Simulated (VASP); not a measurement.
# MgO (Fm-3m) in VASP: further runs

MgO is run at these levels: PBEsol; tasks: single point, relaxation of cell and atoms.

Everything below comes from runs of VASP 6.6.1. Logs are shortened: lines on timing, memory, paths and dates and some standing lists are left out, and cuts for length are marked.

**1. The cell of the first run**

The structure is cubic, space group Fm-3m (No. 225). Conventional cell: a = 4.206 Å, b = 4.206 Å, c = 4.206 Å, α = 90.00°, β = 90.00°, γ = 90.00°. Mg (site symmetry m-3m) has 6 O at 2.10 Å within 2.8 Å. O (site symmetry m-3m) has 6 Mg at 2.10 Å within 2.8 Å.

**2. Single point, PBEsol**

File INCAR:

```
SYSTEM = MgO
  PREC = Accurate
  ENCUT = 520
  EDIFF = 1E-7
  ISMEAR = 0
  SIGMA = 0.01
  LREAL = .FALSE.
  LASPH = .TRUE.
  NELM = 100
  ALGO = Normal
  ISIF = 2
  LWAVE = .FALSE.
  LCHARG = .FALSE.
  GGA = PS
  NBANDS = 11
```

File KPOINTS:

```
regular mesh
0
G
  10 10 10
  0 0 0
```

File POSCAR:

```
MgO
1.0
    0.0000000000      2.1028344119      2.1028344119
    2.1028344119      0.0000000000      2.1028344119
    2.1028344119      2.1028344119      0.0000000000
Mg O
1 1
Direct
    0.0000000000      0.0000000000      0.0000000000
    0.5000000000      0.5000000000      0.5000000000
```

Potentials or basis: VASP PAW PBE potentials, release 64 (Mg, O).

Launch:

```bash
$ cat potpaw_PBE.64/Mg/POTCAR potpaw_PBE.64/O/POTCAR > POTCAR
$ mpirun -np 1 vasp_std > vasp.out
```

OUTCAR:

```text
SYSTEM = MgO
   PREC = Accurate
   ENCUT = 520
   EDIFF = 1E-7
   ISMEAR = 0
   LREAL = .FALSE.
   LASPH = .TRUE.
   NELM = 100
   ISIF = 2
   GGA = PS

 ion  position               nearest neighbor table
   1  0.000  0.000  0.000-   2 2.10   2 2.10   2 2.10   2 2.10   2 2.10   2 2.10
   2  0.500  0.500  0.500-   1 2.10   1 2.10   1 2.10   1 2.10   1 2.10   1 2.10

  LATTYP: Found a face centered cubic cell.
 ALAT       =     4.2056688238

  Lattice vectors:

 A1 = (   0.0000000000,   2.1028344119,   2.1028344119)
 A2 = (   2.1028344119,   0.0000000000,   2.1028344119)
 A3 = (   2.1028344119,   2.1028344119,   0.0000000000)

Analysis of symmetry for initial positions (statically):
=====================================================================
 Subroutine PRICEL returns:
 Original cell was already a primitive cell.

 Routine SETGRP: Setting up the symmetry group for a
 face centered cubic supercell.

 Subroutine GETGRP returns: Found 48 space group operations
 (whereof 48 operations were pure point group operations)
 out of a pool of 48 trial point group operations.

The static configuration has the point symmetry O_h .

Analysis of symmetry for dynamics (positions and initial velocities):
=====================================================================
 Subroutine PRICEL returns:
 Original cell was already a primitive cell.

 Routine SETGRP: Setting up the symmetry group for a
 face centered cubic supercell.

 Subroutine GETGRP returns: Found 48 space group operations
 (whereof 48 operations were pure point group operations)
 out of a pool of 48 trial point group operations.

The dynamic configuration has the point symmetry O_h .

 Subroutine INISYM returns: Found 48 space group operations
 (whereof 48 operations are pure point group operations),
 and found     1 'primitive' translations

----------------------------------------------------------------------------------------

                                     Primitive cell

  volume of cell :      18.5971

  direct lattice vectors                    reciprocal lattice vectors
     0.000000000  2.102834412  2.102834412    -0.237774309  0.237774309  0.237774309
     2.102834412  0.000000000  2.102834412     0.237774309 -0.237774309  0.237774309
     2.102834412  2.102834412  0.000000000     0.237774309  0.237774309 -0.237774309

  length of vectors
     2.973856945  2.973856945  2.973856945     0.411837185  0.411837185  0.411837185

  position of ions in fractional coordinates (direct lattice)
     0.000000000  0.000000000  0.000000000
     0.500000000  0.500000000  0.500000000

  ion indices of the primitive-cell ions
   primitive index   ion index
                 1           1
                 2           2

----------------------------------------------------------------------------------------

 KPOINTS: regular mesh

Automatic generation of k-mesh.
 Grid dimensions read from file:
 generate k-points for:   10   10   10

 Generating k-lattice:

  Cartesian coordinates                     Fractional coordinates (reciprocal lattice)
    -0.023777431  0.023777431  0.023777431     0.100000000  0.000000000  0.000000000
     0.023777431 -0.023777431  0.023777431     0.000000000  0.100000000  0.000000000
     0.023777431  0.023777431 -0.023777431     0.000000000  0.000000000  0.100000000

  Length of vectors
     0.041183718  0.041183718  0.041183718

  Shift w.r.t. Gamma in fractional coordinates (k-lattice)
     0.000000000  0.000000000  0.000000000

 Subroutine IBZKPT returns following result:
 ===========================================

 Found     47 irreducible k-points:

 Following reciprocal coordinates:
            Coordinates               Weight
  0.000000  0.000000  0.000000      1.000000
  0.100000  0.000000  0.000000      8.000000
  0.200000  0.000000  0.000000      8.000000
  0.300000  0.000000  0.000000      8.000000
  0.400000  0.000000  0.000000      8.000000
  0.500000  0.000000  0.000000      4.000000
[... 16 lines left out ...]
  0.300000  0.300000  0.000000      6.000000
  0.400000  0.300000  0.000000     24.000000
 [... further k-points ...]
   k-points           NKPTS =     47   k-points in BZ     NKDIM =     47   number of bands    NBANDS=     11
   number of dos      NEDOS =    301   number of ions     NIONS =      2
   total plane-waves  NPLWV =  13824
   dimension x,y,z NGX =    24 NGY =   24 NGZ =   24
   dimension x,y,z NGXF=    48 NGYF=   48 NGZF=   48
   ions per type =               1   1
   NGX,Y,Z   is equivalent  to a cutoff of  13.42, 13.42, 13.42 a.u.
   NGXF,Y,Z  is equivalent  to a cutoff of  26.83, 26.83, 26.83 a.u.
 SYSTEM =  MgO
   PREC   = accura    normal or accurate (medium, high low for compatibility)
   ISTART =      0    job   : 0-new  1-cont  2-samecut
   ICHARG =      2    charge: 1-file 2-atom 10-const
   ISPIN  =      1    spin polarized calculation?
   LNONCOLLINEAR =      F non collinear calculations
   LSORBIT =      F    spin-orbit coupling
   LASPH  =      T    aspherical Exc in radial PAW
   ENCUT  =  520.0 eV  38.22 Ry    6.18 a.u.   5.53  5.53  5.53*2*pi/ulx,y,z
   NELM   =    100;   NELMIN=  2; NELMDL= -5     # of ELM steps
   EDIFF  = 0.1E-06   stopping-criterion for ELM
   LREAL  =      F    real-space projection
   EDIFFG = 0.1E-05   stopping-criterion for IOM
   NSW    =      0    number of steps for IOM
   IBRION =     -1    ionic relax: 0-MD 1-quasi-New 2-CG
   NFREE  =      0    steps in history (QN), initial steepest desc. (CG)
   ISIF   =      2    stress and relaxation
   ISYM   =      2    0-nonsym 1-usesym 2-fastsym
   POTIM  = 0.5000    time-step for ionic-motion
   TEBEG  =    0.0;   TEEND  =   0.0 temperature during run
   PSTRESS=    0.0 pullay stress
   NELECT =       8.0000    total number of electrons
   NUPDOWN=      -1.0000    fix difference up-down
   EMIN   =  10.00;   EMAX   =-10.00  energy-range for DOS
   EFERMI =   0.00;   METHOD = LEGACY
   ISMEAR =     0;   SIGMA  =   0.01  broadening in eV -4-tet -1-fermi 0-gaus
   EFERMI_NEDOS =   21; number of points for ismear=-14 and -15
   IALGO  =     38    algorithm
   IMIX   =      4    mixing-type and parameters
     AMIX     =   0.40;   BMIX     =  1.00
     AMIX_MAG =   1.60;   BMIX_MAG =  1.00
  volume/ion in A,a.u.               =       9.30        62.75
  Fermi-wavevector in a.u.,A,eV,Ry     =   1.235823  2.335368 20.779627  1.527260
  Thomas-Fermi vector in A             =   2.370457
   LORBIT       =      0    0 simple, 1 ext, 2 COOP (PROOUT), +10 PAW based schemes
   GGA     = PS    functional components
   LHFCALC =     F    Hartree Fock is set to
   AEXX    =    0.0000 exact exchange contribution
   IVDW    =     0    specifies the selected vdW correction
   LEPSILON=     F    determine dielectric tensor
   LRPA    =     F    only Hartree local field effects (RPA)
 non-spin polarized calculation
 Gauss-broadening in eV      SIGMA  =   0.01
  energy-cutoff  :      520.00
  volume of cell :       18.60
 maximum number of plane-waves:       531
 NGX is ok and might be reduce to    24
   NGX = 11   NGY = 11   NGZ = 11

 number of electron       8.0000004 magnetization

 Free energy of the ion-electron system (eV)
  ---------------------------------------------------
  ext. energy  EPLUGINS =         0.00000000
  ---------------------------------------------------
  free energy    TOTEN  =       -12.51230259 eV

  energy without entropy =      -12.51230259  energy(sigma->0) =      -12.51230259

 E-fermi :   3.2226     XC(G=0): -11.3324

 val. band max:        3.1015017535   @ k =   0.0000   0.0000   0.0000
 cond. band min:       7.7799719507   @ k =   0.0000   0.0000   0.0000
 fundamental gap:      4.6784701972
 Fermi energy:         3.2226016402

 k-point     1 :       0.0000    0.0000    0.0000
  band No.  band energies     occupation
      1     -14.1281      2.00000
      2       3.1015      2.00000
      3       3.1015      2.00000
      4       3.1015      2.00000
      5       7.7800      0.00000
      6      18.7587      0.00000
      7      18.7587      0.00000
      8      18.7587      0.00000
      9      22.6134      0.00000
     10      24.5023      0.00000
     11      24.5023      0.00000

 k-point     2 :       0.1000    0.0000    0.0000
  band No.  band energies     occupation
      1     -14.0194      2.00000
      2       2.4371      2.00000
      3       3.0323      2.00000
      4       3.0323      2.00000
      5       8.4139      0.00000
      6      17.4960      0.00000
      7      19.0020      0.00000
      8      19.0020      0.00000
      9      23.7843      0.00000
     10      23.7843      0.00000
     11      24.3020      0.00000

 k-point     3 :       0.2000    0.0000    0.0000
  band No.  band energies     occupation
      1     -13.7203      2.00000
      2       1.0943      2.00000
      3       2.8570      2.00000
      4       2.8570      2.00000
      5       9.6061      0.00000
      6      15.9910      0.00000
      7      19.4989      0.00000
      8      19.4989      0.00000
      9      23.0907      0.00000
     10      23.0907      0.00000
     11      25.2952      0.00000

 k-point     4 :       0.3000    0.0000    0.0000
  band No.  band energies     occupation
      1     -13.3155      2.00000
      2      -0.2497      2.00000
      3       2.6511      2.00000
      4       2.6511      2.00000
      5      10.5144      0.00000
      6      15.3405      0.00000
      7      19.6373      0.00000
      8      19.6373      0.00000
      9      23.5215      0.00000
     10      23.5215      0.00000
     11      24.6997      0.00000

 k-point     5 :       0.4000    0.0000    0.0000
  band No.  band energies     occupation
      1     -12.9514      2.00000
      2      -1.2341      2.00000
      3       2.4922      2.00000
      4       2.4922      2.00000
      5      10.8370      0.00000
      6      15.4730      0.00000
      7      19.4347      0.00000
      8      19.4347      0.00000
      9      24.1389      0.00000
     10      24.7674      0.00000
     11      24.7674      0.00000
[... 211 lines left out ...]
 k-point    21 :      -0.3000    0.2000    0.0000
  band No.  band energies     occupation
      1     -12.8709      2.00000
      2      -0.6345      2.00000
      3       1.2537      2.00000
      4       2.4337      2.00000
      5      12.2892      0.00000
      6      14.9203      0.00000
      7      17.2366      0.00000
      8      20.3620      0.00000
      9      23.2532      0.00000
     10      24.0886      0.00000
     11      28.1227      0.00000

 k-point    22 :      -0.2000    0.2000    0.0000
  band No.  band energies     occupation
      1     -13.1953      2.00000
      2      -0.0486      2.00000
      3       1.7338      2.00000
      4       2.6472      2.00000
      5      11.4936      0.00000
      6      14.8633      0.00000
      7      18.1470      0.00000
      8      20.8260      0.00000
      9      21.4456      0.00000
     10      24.3654      0.00000
     11      27.8772      0.00000

 k-point    23 :       0.3000    0.3000    0.0000
  band No.  band energies     occupation
      1     -13.1070      2.00000
      2      -0.1071      2.00000
      3       2.1462      2.00000
      4       2.1462      2.00000
      5      11.9166      0.00000
      6      13.3466      0.00000
      7      17.4590      0.00000
      8      20.9541      0.00000
      9      20.9541      0.00000
     10      27.1757      0.00000
     11      30.4876      0.00000

 k-point    24 :       0.4000    0.3000    0.0000
  band No.  band energies     occupation
      1     -12.8509      2.00000
      2      -0.5407      2.00000
      3       1.7716      2.00000
      4       1.9965      2.00000
      5      12.6082      0.00000
      6      13.1257      0.00000
      7      16.6293      0.00000
      8      21.2061      0.00000
      9      21.4115      0.00000
     10      27.9199      0.00000
     11      30.0866      0.00000

 [... further k-points ...]
[... 5 lines left out ...]
  --------------------------------------------------------------------------------------
  -------------------------------------------------------------------------------------
  Total        0.0547030      0.0547030      0.0547030     -0.0000000      0.0000000      0.0000000
  in kB        4.7127720      4.7127720      4.7127720     -0.0000000      0.0000000      0.0000000
  external PRESSURE =       4.7127720 kB  Pullay stress =       0.0000000 kB

 VOLUME and BASIS-vectors are now :
 -----------------------------------------------------------------------------
  energy-cutoff  :      520.00
  volume of cell :       18.60
      direct lattice vectors                 reciprocal lattice vectors
     0.000000000  2.102834412  2.102834412    -0.237774309  0.237774309  0.237774309
     2.102834412  0.000000000  2.102834412     0.237774309 -0.237774309  0.237774309
     2.102834412  2.102834412  0.000000000     0.237774309  0.237774309 -0.237774309

 POSITION                                       TOTAL-FORCE (eV/Angst)
 -----------------------------------------------------------------------------------
      0.00000      0.00000      0.00000         0.000000      0.000000      0.000000
      2.10283      2.10283      2.10283        -0.000000     -0.000000     -0.000000
 -----------------------------------------------------------------------------------
    total drift:                               -0.000000     -0.000000      0.000000

  FREE ENERGIE OF THE ION-ELECTRON SYSTEM (eV)
  ---------------------------------------------------
  free  energy   TOTEN  =       -12.5123025857 eV

  energy  without entropy=      -12.5123025857  energy(sigma->0) =      -12.51230259
```

Run time: 16 s. Hardware: 1 thread of Intel Xeon 8259CL, shared host; peak memory 0.14 GiB.

Results:

| Quantity | Value |
| --- | --- |
| Free energy | -12.5123 eV |
| Pressure | 0.5 GPa |
| Band gap on the k mesh | 4.68 eV, direct |

Caveat: the PAW data sets were made with another functional, which shifts forces and pressure a little. As with any semilocal functional, this PBEsol gap is likely too small.

[end of part 1 of 2]
